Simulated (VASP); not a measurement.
A run of VASP 6.6.1 is set up as follows.

File INCAR:

```
ALGO     = Normal         # electronic algorithm
EDIFF    = 1E-6           # SCF threshold, eV
ENCUT    = 520            # plane-wave cutoff, eV
GGA      = PE             # functional
ISIF     = 2              # what is computed and relaxed
ISMEAR   = 0              # smearing method
LASPH    = T              # aspherical terms in the spheres
LCHARG   = T              # write CHGCAR
LELF     = T              # ELF
LREAL    = F              # projectors in reciprocal space
LVHAR    = T            
LWAVE    = F              # write WAVECAR
NBANDS   = 32             # bands
NELM     = 100            # most SCF steps
PREC     = Accurate       # precision mode
SIGMA    = 0.1            # smearing width, eV
```

Contents of KPOINTS:

```
k-points
0
Gamma
  4 4 4
```

POSCAR

```
BaMo
1.0
    2.2605447835     -5.7356687010      0.0000000000
    2.2605447835      5.7356687010      0.0000000000
    0.0000000000      0.0000000000      4.3783301500
Ba Mo
2 2
Direct
    0.8620000000      0.1380000000      0.7500000000
    0.1380000000      0.8620000000      0.2500000000
    0.5830000000      0.4170000000      0.7500000000
    0.4170000000      0.5830000000      0.2500000000
```

Potentials or basis: VASP PAW PBE potentials, release 64 (Ba_sv, Mo_sv).

The run is started by

```bash
$ cat potpaw_PBE.64/Ba_sv/POTCAR potpaw_PBE.64/Mo_sv/POTCAR > POTCAR
$ mpirun -np 1 vasp_std > vasp.out
```

**Question.** Predict the largest force.

**Answer.** 3.484 eV/Å.

**Question.** Predict the band gap on the k mesh.

**Answer.** Zero (bands 24 and 25 overlap by 0.28 eV).

**Question.** Estimate the pressure.

**Answer.** 0.7 GPa.

Forces in eV/Å, atoms in the order of the input:
```
Ba   0.000 -0.039  0.000
Ba   0.000  0.039  0.000
Mo   0.000  3.484  0.000
Mo   0.000 -3.484  0.000
```

Caveat: the k points lie up to 0.37 Å⁻¹ apart; spin-orbit coupling is left out, which moves the levels of the heavy elements; forces of over 1 eV/Å act on the atoms, so gaps and moduli don't describe the material at rest.
